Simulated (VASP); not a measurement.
# BAs2 (P6/mmm) in VASP: notebook

The runs below take BAs2 through relaxation of cell and atoms, single point, with PBE.

Everything below comes from runs of VASP 6.6.1. Logs are shortened: lines on timing, memory, paths and dates and some standing lists are left out, and cuts for length are marked.

### Step 1. The cell of the first run

Symmetry: P6/mmm, No. 191, hexagonal system. The conventional cell has a = 4.481 Å, b = 4.481 Å, c = 2.824 Å, α = 90.00°, β = 90.00°, γ = 120.00°. B (site symmetry 6/mmm) has 2 B at 2.82 Å and 12 As at 2.95 Å within 3.7 Å. Within 3.4 Å of As (site symmetry -6m2) lie 5 As at 2.59 to 2.82 Å and 6 B at 2.95 Å.

### Step 2. Relaxation of cell and atoms, PBE

File INCAR:

```
PREC = Accurate ; ENCUT = 600
EDIFF = 1E-6 ; ISMEAR = 0
SIGMA = 0.1 ; LREAL = F
LASPH = T ; NELM = 100
ALGO = Normal ; ISIF = 3
LWAVE = F ; LCHARG = F
GGA = PE ; IBRION = 2
NSW = 90 ; EDIFFG = -0.04
```

File KPOINTS:

```
Automatic mesh
0
Gamma
  6 6 6
```

File POSCAR:

```
BAs2
1.0
    4.4812557050      0.0000000000      0.0000000000
   -2.2406278525      3.8808812813      0.0000000000
    0.0000000000      0.0000000000      2.8237772924
B As
1 2
Direct
    0.0000000000      0.0000000000      0.0000000000
    0.3333333333      0.6666666667      0.5000000000
    0.6666666667      0.3333333333      0.5000000000
```

Potentials or basis: VASP PAW PBE potentials, release 64 (B, As).

Command:

```bash
$ cat potpaw_PBE.64/B/POTCAR potpaw_PBE.64/As/POTCAR > POTCAR
$ mpirun -np 1 vasp_std > vasp.out
```

OUTCAR:

```text
PREC = Accurate
   ENCUT = 600
   EDIFF = 1E-6
   ISMEAR = 0
   LREAL = F
   LASPH = T
   NELM = 100
   ISIF = 3
   GGA = PE
   IBRION = 2
   NSW = 90
   EDIFFG = -0.04

 ion  position               nearest neighbor table
   1  0.000  0.000  0.000-
   2  0.333  0.667  0.500-   3 2.59   3 2.59   3 2.59
   3  0.667  0.333  0.500-   2 2.59   2 2.59   2 2.59

  LATTYP: Found a hexagonal cell.
 ALAT       =     4.4812557050
 C/A-ratio  =     0.6301308112

  Lattice vectors:

 A1 = (   4.4812557050,   0.0000000000,   0.0000000000)
 A2 = (  -2.2406278525,   3.8808812813,   0.0000000000)
 A3 = (   0.0000000000,   0.0000000000,   2.8237772924)

Analysis of symmetry for initial positions (statically):
=====================================================================
 Subroutine PRICEL returns:
 Original cell was already a primitive cell.

 Routine SETGRP: Setting up the symmetry group for a
 hexagonal supercell.

 Subroutine GETGRP returns: Found 24 space group operations
 (whereof 24 operations were pure point group operations)
 out of a pool of 24 trial point group operations.

The static configuration has the point symmetry D_6h.

Analysis of symmetry for dynamics (positions and initial velocities):
=====================================================================
 Subroutine PRICEL returns:
 Original cell was already a primitive cell.

 Routine SETGRP: Setting up the symmetry group for a
 hexagonal supercell.

 Subroutine GETGRP returns: Found 24 space group operations
 (whereof 24 operations were pure point group operations)
 out of a pool of 24 trial point group operations.

The dynamic configuration has the point symmetry D_6h.

 Subroutine INISYM returns: Found 24 space group operations
 (whereof 24 operations are pure point group operations),
 and found     1 'primitive' translations

----------------------------------------------------------------------------------------

                                     Primitive cell

  volume of cell :      49.1089

  direct lattice vectors                    reciprocal lattice vectors
     4.481255705  0.000000000  0.000000000     0.223151738  0.128836716  0.000000000
    -2.240627852  3.880881281  0.000000000     0.000000000  0.257673432  0.000000000
     0.000000000  0.000000000  2.823777292     0.000000000  0.000000000  0.354135577

  length of vectors
     4.481255705  4.481255705  2.823777292     0.257673432  0.257673432  0.354135577

  position of ions in fractional coordinates (direct lattice)
     0.000000000  0.000000000  0.000000000
     0.333333333  0.666666667  0.500000000
     0.666666667  0.333333333  0.500000000

  ion indices of the primitive-cell ions
   primitive index   ion index
                 1           1
                 2           2
                 3           3

----------------------------------------------------------------------------------------

 KPOINTS: Automatic mesh

Automatic generation of k-mesh.
 Grid dimensions read from file:
 generate k-points for:    6    6    6

 Generating k-lattice:

  Cartesian coordinates                     Fractional coordinates (reciprocal lattice)
     0.037191956  0.021472786  0.000000000     0.166666667  0.000000000  0.000000000
     0.000000000  0.042945572  0.000000000     0.000000000  0.166666667  0.000000000
     0.000000000  0.000000000  0.059022596     0.000000000  0.000000000  0.166666667

  Length of vectors
     0.042945572  0.042945572  0.059022596

  Shift w.r.t. Gamma in fractional coordinates (k-lattice)
     0.000000000  0.000000000  0.000000000

 Subroutine IBZKPT returns following result:
 ===========================================

 Found     28 irreducible k-points:

 Following reciprocal coordinates:
            Coordinates               Weight
  0.000000  0.000000  0.000000      1.000000
  0.166667 -0.000000  0.000000      6.000000
  0.333333 -0.000000  0.000000      6.000000
  0.500000 -0.000000  0.000000      3.000000
  0.166667  0.166667  0.000000      6.000000
  0.333333  0.166667  0.000000     12.000000
[... 16 lines left out ...]
  0.166667 -0.000000  0.500000      6.000000
  0.333333 -0.000000  0.500000      6.000000
 [... further k-points ...]
   k-points           NKPTS =     28   k-points in BZ     NKDIM =     28   number of bands    NBANDS=     10
   number of dos      NEDOS =    301   number of ions     NIONS =      3
   total plane-waves  NPLWV =  31104
   dimension x,y,z NGX =    36 NGY =   36 NGZ =   24
   dimension x,y,z NGXF=    72 NGYF=   72 NGZF=   48
   ions per type =               1   2
   NGX,Y,Z   is equivalent  to a cutoff of  13.36, 13.36, 14.13 a.u.
   NGXF,Y,Z  is equivalent  to a cutoff of  26.71, 26.71, 28.26 a.u.
 SYSTEM =  unknown system
   PREC   = accura    normal or accurate (medium, high low for compatibility)
   ISTART =      0    job   : 0-new  1-cont  2-samecut
   ICHARG =      2    charge: 1-file 2-atom 10-const
   ISPIN  =      1    spin polarized calculation?
   LNONCOLLINEAR =      F non collinear calculations
   LSORBIT =      F    spin-orbit coupling
   LASPH  =      T    aspherical Exc in radial PAW
   ENCUT  =  600.0 eV  44.10 Ry    6.64 a.u.   8.95  8.95  5.64*2*pi/ulx,y,z
   NELM   =    100;   NELMIN=  2; NELMDL= -5     # of ELM steps
   EDIFF  = 0.1E-05   stopping-criterion for ELM
   LREAL  =      F    real-space projection
   EDIFFG = -.4E-01   stopping-criterion for IOM
   NSW    =     90    number of steps for IOM
   IBRION =      2    ionic relax: 0-MD 1-quasi-New 2-CG
   NFREE  =      1    steps in history (QN), initial steepest desc. (CG)
   ISIF   =      3    stress and relaxation
   ISYM   =      2    0-nonsym 1-usesym 2-fastsym
   POTIM  = 0.5000    time-step for ionic-motion
   TEBEG  =    0.0;   TEEND  =   0.0 temperature during run
   PSTRESS=    0.0 pullay stress
   NELECT =      13.0000    total number of electrons
   NUPDOWN=      -1.0000    fix difference up-down
   EMIN   =  10.00;   EMAX   =-10.00  energy-range for DOS
   EFERMI =   0.00;   METHOD = LEGACY
   ISMEAR =     0;   SIGMA  =   0.10  broadening in eV -4-tet -1-fermi 0-gaus
   EFERMI_NEDOS =   21; number of points for ismear=-14 and -15
   IALGO  =     38    algorithm
   IMIX   =      4    mixing-type and parameters
     AMIX     =   0.40;   BMIX     =  1.00
     AMIX_MAG =   1.60;   BMIX_MAG =  1.00
  volume/ion in A,a.u.               =      16.37       110.47
  Fermi-wavevector in a.u.,A,eV,Ry     =   1.051161  1.986406 15.033605  1.104939
  Thomas-Fermi vector in A             =   2.186193
   LORBIT       =      0    0 simple, 1 ext, 2 COOP (PROOUT), +10 PAW based schemes
   GGA     = PE    functional components
   LHFCALC =     F    Hartree Fock is set to
   AEXX    =    0.0000 exact exchange contribution
   IVDW    =     0    specifies the selected vdW correction
   LEPSILON=     F    determine dielectric tensor
   LRPA    =     F    only Hartree local field effects (RPA)
 conjugate gradient relaxation of ions
 non-spin polarized calculation
 Gauss-broadening in eV      SIGMA  =   0.10
  energy-cutoff  :      600.00
  volume of cell :       49.11
 maximum number of plane-waves:      1661
 NGX is ok and might be reduce to    36

--------------------------------------- Ionic step        1  -------------------------------------------

 number of electron      13.0000001 magnetization

 Free energy of the ion-electron system (eV)
  ---------------------------------------------------
  ext. energy  EPLUGINS =         0.00000000
  ---------------------------------------------------
  free energy    TOTEN  =       -11.87366517 eV

  energy without entropy =      -11.86162764  energy(sigma->0) =      -11.86764641

------------------------ aborting loop because EDIFF is reached ----------------------------------------

  FORCE on cell =-STRESS in cart. coord.  units (eV):
  Direction    XX          YY          ZZ          XY          YZ          ZX
  --------------------------------------------------------------------------------------
  -------------------------------------------------------------------------------------
  Total        0.7084645      0.7084645     -0.2157542      0.0000000      0.0000000     -0.0000000
  in kB       23.1136307     23.1136307     -7.0389719      0.0000000      0.0000000     -0.0000000
  external PRESSURE =      13.0627632 kB  Pullay stress =       0.0000000 kB
[... 207 lines left out ...]
  energy  without entropy=      -11.8858959427  energy(sigma->0) =      -11.88999906

--------------------------------------- Ionic step        7  -------------------------------------------

 number of electron      12.9999999 magnetization

 Free energy of the ion-electron system (eV)
  ---------------------------------------------------
  ext. energy  EPLUGINS =         0.00000000
  ---------------------------------------------------
  free energy    TOTEN  =       -11.89580190 eV

  energy without entropy =      -11.88818280  energy(sigma->0) =      -11.89199235

 E-fermi :   5.9044     XC(G=0): -10.6279

 val. band max:        5.9038009010   @ k =   0.5000  -0.0000   0.5000
 cond. band min:       5.9308486140   @ k =   0.3333  -0.0000   0.0000
 fundamental gap:      0.0270477131
 Fermi energy:         5.9043871722

 k-point     1 :       0.0000    0.0000    0.0000
  band No.  band energies     occupation
      1      -9.1900      2.00000
      2      -3.1743      2.00000
      3       0.8196      2.00000
      4       1.0827      2.00000
      5       1.0827      2.00000
      6       2.7853      2.00000
      7       2.7853      2.00000
      8       8.5764      0.00000
      9      12.2427      0.00000
     10      12.3886      0.00000
[... 287 lines left out ...]
 k-point    24 :       0.3333   -0.0000    0.5000
  band No.  band energies     occupation
      1      -5.2502      2.00000
      2      -2.3204      2.00000
      3      -1.0788      2.00000
      4       1.6556      2.00000
      5       2.7111      2.00000
      6       2.9786      2.00000
      7       3.3034      2.00000
      8       6.0656      0.02264
      9       6.9269      0.00000
     10       8.5880      0.00000

 [... further k-points ...]

------------------------ aborting loop because EDIFF is reached ----------------------------------------

  FORCE on cell =-STRESS in cart. coord.  units (eV):
  Direction    XX          YY          ZZ          XY          YZ          ZX
  --------------------------------------------------------------------------------------
  -------------------------------------------------------------------------------------
  Total       -0.0017000     -0.0017000      0.0836697     -0.0000000     -0.0000000      0.0000000
  in kB       -0.0547602     -0.0547602      2.6951845     -0.0000000     -0.0000000      0.0000000
  external PRESSURE =       0.8618880 kB  Pullay stress =       0.0000000 kB
[... 18 lines left out ...]
  FREE ENERGIE OF THE ION-ELECTRON SYSTEM (eV)
  ---------------------------------------------------
  free  energy   TOTEN  =       -11.8958019044 eV

  energy  without entropy=      -11.8881827993  energy(sigma->0) =      -11.89199235

 reached required accuracy - stopping structural energy minimisation
```

Run time: 37 s. Hardware: 1 thread of Intel Xeon Platinum 8488C (Sapphire Rapids), shared host; peak memory 0.19 GiB.

What came out:

```yaml
Free_energy: -11.8958 eV
Relaxed_volume: 16.58 Å³/atom
Relaxed_cell: a = 4.565 Å, b = 4.565 Å, c = 2.756 Å, α = 90.00°, β = 90.00°, γ = 120.00°
Space_group_after_relaxing_to_0.05_Å: P6/mmm (No. 191)
Energy_gained_by_relaxing: 7.4 meV/atom
Ionic_steps: 7
Pressure_after_relaxing: 0.1 GPa
```

The path:
```tsv
step	energy change (eV)	largest force (eV/Å)	pressure (GPa)	volume (Å³)
1	0.0000	0.0000	1.31	49.11
2	-0.0128	0.0000	-0.12	50.06
3	-0.0155	0.0000	-1.41	50.90
4	-0.0158	0.0000	-1.04	50.66
5	-0.0204	0.0000	-0.78	50.39
6	-0.0204	0.0000	-0.81	50.42
7	-0.0221	0.0000	0.09	49.74
```

Final structure:
```yaml
crystal:
  lattice:
    - [4.56495, 0.00000, 0.00000]
    - [-2.28248, 3.95336, 0.00000]
    - [0.00000, 0.00000, 2.75605]
  atoms:
    - { symbol: B, position: [0.00000, 0.00000, 0.00000] }
    - { symbol: As, position: [0.33333, 0.66667, 0.50000] }
    - { symbol: As, position: [0.66667, 0.33333, 0.50000] }
```

Caveat: the k points lie up to 0.38 Å⁻¹ apart in the final cell.

### Step 3. Single point, PBE

This run uses another cell than the first one, of the same volume but with other edges.

File INCAR:

```
SYSTEM = BAs2
PREC = Accurate
ENCUT = 520
EDIFF = 1E-7
ISMEAR = 0
SIGMA = 0.1
LREAL = .False.
LASPH = .True.
NELM = 60
ALGO = Normal
ISIF = 2
LWAVE = .False.
LCHARG = .False.
GGA = PE
NBANDS = 14
```

File KPOINTS:

```
regular mesh
0
Gamma
  12 12 18
  0 0 0
```

File POSCAR:

```
BAs2
1.0
    4.6153418466      0.0000000000      0.0000000000
   -2.3076709233      3.9970032863      0.0000000000
    0.0000000000      0.0000000000      2.6599967473
B As
1 2
Direct
    0.0000000000      0.0000000000      0.0000000000
    0.3333333333      0.6666666667      0.5000000000
    0.6666666667      0.3333333333      0.5000000000
```

Potentials or basis: VASP PAW PBE potentials, release 64 (B, As).

Command:

```bash
$ cat potpaw_PBE.64/B/POTCAR potpaw_PBE.64/As/POTCAR > POTCAR
$ mpirun -np 1 vasp_std > vasp.out
```

It took 49 s on 1 thread of Intel Xeon Platinum 8488C (Sapphire Rapids), shared host; peak memory 0.26 GiB.

Results (log left out):

| Property | Result |
| --- | --- |
| Free energy | -12.0275 eV |
| Pressure | 0.2 GPa |

Stress tensor (GPa, compression positive):
```
0.13 0.00 0.00
0.00 0.13 0.00
0.00 0.00 0.22
```

Levels at points of the mesh, in eV from the Fermi level:
| k point | band 4 | band 5 | band 6 | band 7 | band 8 | band 9 | band 10 | band 11 |
| --- | --- | --- | --- | --- | --- | --- | --- | --- |
| (0.00, 0.00, 0.00) | -4.89 | -4.89 | -3.20 | -3.20 | 3.83 | 6.40 | 6.40 | 7.13 |
| (0.50, 0.00, 0.00) | -6.43 | -0.06 | 0.26 | 2.05 | 2.38 | 3.26 | 5.34 | 5.71 |
| (0.00, 0.00, 0.50) | -2.68 | -2.07 | -2.07 | -1.19 | -0.84 | 1.06 | 1.06 | 1.86 |
| (0.50, 0.00, 0.50) | -5.39 | -3.06 | -2.99 | -2.79 | 0.24 | 2.69 | 3.40 | 4.35 |

### Step 4. Relaxation of cell and atoms, PBE

File INCAR:

```
PREC = Accurate ; ENCUT = 600
EDIFF = 1E-7 ; ISMEAR = 0
SIGMA = 0.1 ; LREAL = F
LASPH = T ; NELM = 120
ALGO = Normal ; ISIF = 3
LWAVE = F ; LCHARG = F
GGA = PE ; IBRION = 2
NSW = 90 ; EDIFFG = -0.04
GGA_COMPAT = F ; NELMIN = 4
```

File KPOINTS:

```
Automatic mesh
0
Gamma
  6 6 6
```

File POSCAR:

```
BAs2
1.0
    4.4812557050      0.0000000000      0.0000000000
   -2.2406278525      3.8808812813      0.0000000000
    0.0000000000      0.0000000000      2.8237772924
B As
1 2
Direct
    0.0000000000      0.0000000000      0.0000000000
    0.3333333333      0.6666666667      0.5000000000
    0.6666666667      0.3333333333      0.5000000000
```

Potentials or basis: VASP PAW PBE potentials, release 64 (B, As_d).

Command:

```bash
$ cat potpaw_PBE.64/B/POTCAR potpaw_PBE.64/As_d/POTCAR > POTCAR
$ mpirun -np 1 vasp_std > vasp.out
```

OUTCAR:

```text
PREC = Accurate
   ENCUT = 600
   EDIFF = 1E-7
   ISMEAR = 0
   LREAL = F
   LASPH = T
   NELM = 120
   ISIF = 3
   GGA = PE
   IBRION = 2
   NSW = 90
   EDIFFG = -0.04
   NELMIN = 4

 ion  position               nearest neighbor table
   1  0.000  0.000  0.000-
   2  0.333  0.667  0.500-   3 2.59   3 2.59   3 2.59
   3  0.667  0.333  0.500-   2 2.59   2 2.59   2 2.59

  LATTYP: Found a hexagonal cell.
 ALAT       =     4.4812557050
 C/A-ratio  =     0.6301308112

  Lattice vectors:

 A1 = (   4.4812557050,   0.0000000000,   0.0000000000)
 A2 = (  -2.2406278525,   3.8808812813,   0.0000000000)
 A3 = (   0.0000000000,   0.0000000000,   2.8237772924)

Analysis of symmetry for initial positions (statically):
[... 368 lines left out ...]
  free energy    TOTEN  =       -11.90306316 eV

  energy without entropy =      -11.89586703  energy(sigma->0) =      -11.89946510

 E-fermi :   4.4371     XC(G=0): -11.2115

 val. band max:        4.3719922726   @ k =   0.5000  -0.0000   0.3333
 cond. band min:       4.4450552737   @ k =   0.5000  -0.0000   0.5000
 fundamental gap:      0.0730630011
 Fermi energy:         4.4371426762

 k-point     1 :       0.0000    0.0000    0.0000
  band No.  band energies     occupation
      1     -31.8932      2.00000
      2     -31.8765      2.00000
      3     -31.8765      2.00000
      4     -31.8456      2.00000
      5     -31.8369      2.00000
      6     -31.8369      2.00000
[... 541 lines left out ...]
     19       5.4524      0.00000
     20       7.1210      0.00000

 [... further k-points ...]

------------------------ aborting loop because EDIFF is reached ----------------------------------------

  FORCE on cell =-STRESS in cart. coord.  units (eV):
  Direction    XX          YY          ZZ          XY          YZ          ZX
  --------------------------------------------------------------------------------------
  -------------------------------------------------------------------------------------
  Total       -0.0621609     -0.0621609      0.0210126     -0.0000000      0.0000000      0.0000000
  in kB       -1.9970235     -1.9970235      0.6750661     -0.0000000      0.0000000      0.0000000
  external PRESSURE =      -1.1063270 kB  Pullay stress =       0.0000000 kB
[... 18 lines left out ...]
  FREE ENERGIE OF THE ION-ELECTRON SYSTEM (eV)
  ---------------------------------------------------
  free  energy   TOTEN  =       -11.9030631591 eV

  energy  without entropy=      -11.8958670325  energy(sigma->0) =      -11.89946510

 reached required accuracy - stopping structural energy minimisation
```

Run time: 88 s. Hardware: 1 thread of AMD EPYC 9R45 (Zen 5), shared host; peak memory 0.16 GiB.

What came out:

- Free energy: -11.9031 eV
- Relaxed volume: 16.62 Å³/atom
- Relaxed cell: a = 4.567 Å, b = 4.567 Å, c = 2.761 Å, α = 90.00°, β = 90.00°, γ = 120.00°
- Space group after relaxing (to 0.05 Å): P6/mmm (No. 191)
- Energy gained by relaxing: 7.2 meV/atom
- Ionic steps: 6
- Pressure after relaxing: -0.1 GPa

Step by step:
| step | energy change (eV) | largest force (eV/Å) | pressure (GPa) | volume (Å³) |
| --- | --- | --- | --- | --- |
| 1 | 0.0000 | 0.0000 | 1.25 | 49.11 |
| 2 | -0.0123 | 0.0000 | -0.10 | 50.02 |
| 3 | -0.0154 | 0.0000 | -1.28 | 50.78 |
| 4 | -0.0185 | 0.0000 | -1.03 | 50.60 |
| 5 | -0.0186 | 0.0000 | -1.10 | 50.63 |
| 6 | -0.0216 | 0.0000 | -0.11 | 49.87 |

Final structure:
```
CELL_PARAMETERS angstrom
4.56725 0.00000 0.00000
-2.28363 3.95536 0.00000
0.00000 0.00000 2.76060
ATOMIC_POSITIONS crystal
B 0.00000 0.00000 0.00000
As 0.33333 0.66667 0.50000
As 0.66667 0.33333 0.50000
```

Caveat: the k points lie up to 0.38 Å⁻¹ apart in the final cell.

### Step 5. Summary

```csv
task,potentials or basis,cell,k mesh,cutoff (eV),second run,gap on the mesh (eV),pressure (GPa),relaxed volume (Å³/atom)
relaxation of cell and atoms,"VASP PAW PBE potentials, release 64 (B, As)","relaxed from a = 4.481, b = 4.481, c = 2.824 Å, angles 90.0, 90.0, 120.0°, 3 atoms",6 × 6 × 6,600,-,none,0.1,16.58
single point,"VASP PAW PBE potentials, release 64 (B, As)","a = 4.615, b = 4.615, c = 2.660 Å, angles 90.0, 90.0, 120.0°, 3 atoms",12 × 12 × 18,520,-,none,0.2,-
relaxation of cell and atoms,"VASP PAW PBE potentials, release 64 (B, As_d)","relaxed from a = 4.481, b = 4.481, c = 2.824 Å, angles 90.0, 90.0, 120.0°, 3 atoms",6 × 6 × 6,600,valence_matched,none,-0.1,16.62
```

Alike in all rows: level PBE; no spin polarisation; smearing gaussian 0.1 eV.

Caveats: some runs use coarse meshes.

Absolute energies hang on the potentials; compare differences alone.
